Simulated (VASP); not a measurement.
Wanted: the native input for a VASP 6.6.1 run.

```yaml
Task: relaxation of cell and atoms
Functional: LDA
Potentials_or_basis: VASP PAW LDA potentials, release 64 (Os, Al)
Cutoff: 600 eV
k_mesh: 4 × 4 × 4
Occupations: methfessel-paxton, width 0.05 eV
Spin: no spin polarisation
Dipole_correction: no
Further_INCAR_settings: ALGO = Normal; EDIFF = 1e-07; IBRION = 2; EDIFFG = -0.01; NSW = 60; ISIF = 3
```

The structure of Al5Os3 lies in POSCAR:

```
Al5Os3
1.0
    0.0000000000      3.9637500000      3.9637500000
    3.9637500000      0.0000000000      3.9637500000
    3.9637500000      3.9637500000      0.0000000000
Os Al
3 5
Direct
    0.0000000000      0.0000000000      0.0000000000
    0.0000000000      0.5000000000      0.0000000000
    0.5000000000      0.0000000000      0.0000000000
    0.0000000000      0.0000000000      0.5000000000
    0.0000000000      0.5000000000      0.5000000000
    0.5000000000      0.0000000000      0.5000000000
    0.5000000000      0.5000000000      0.0000000000
    0.5000000000      0.5000000000      0.5000000000
```

The input as run:

INCAR

```
  PREC = Accurate
  ENCUT = 600
  EDIFF = 1E-7
  ISMEAR = 1
  SIGMA = 0.05
  LREAL = F
  LASPH = T
  NELM = 120
  ALGO = Normal
  ISIF = 3
  LWAVE = F
  LCHARG = F
  IBRION = 2
  NSW = 60
  EDIFFG = -0.01
  GGA_COMPAT = F
  NELMIN = 4
```

KPOINTS

```
regular mesh
0
Gamma
  4 4 4
```

Potentials or basis: VASP PAW LDA potentials, release 64 (Os, Al).

Command:

```console
$ cat potpaw_LDA.64/Os/POTCAR potpaw_LDA.64/Al/POTCAR > POTCAR
$ mpirun -np 1 vasp_std > vasp.out
```

It gave:

| Property | Result |
| --- | --- |
| Relaxed volume | 13.94 Å³/atom |
| Relaxed cell | a = 5.574 Å, b = 5.574 Å, c = 5.248 Å, α = 57.93°, β = 57.93°, γ = 60.00° |
| Space group after relaxing (to 0.1 Å) | R-3m (No. 166) |
| Energy gained by relaxing | 142.5 meV/atom |
| Ionic steps | 10 |
| Pressure after relaxing | 0.0 GPa |
| Band gap on the k mesh | zero (an odd number of electrons rules out a gap without spin polarisation) |

Caveat: spin-orbit coupling is left out, which moves the levels of the heavy elements.

Run time: 4.4 min on 1 thread of Intel(R) Xeon(R) 6975P-C (Granite Rapids), on a shared host, peak memory 0.29 GiB.
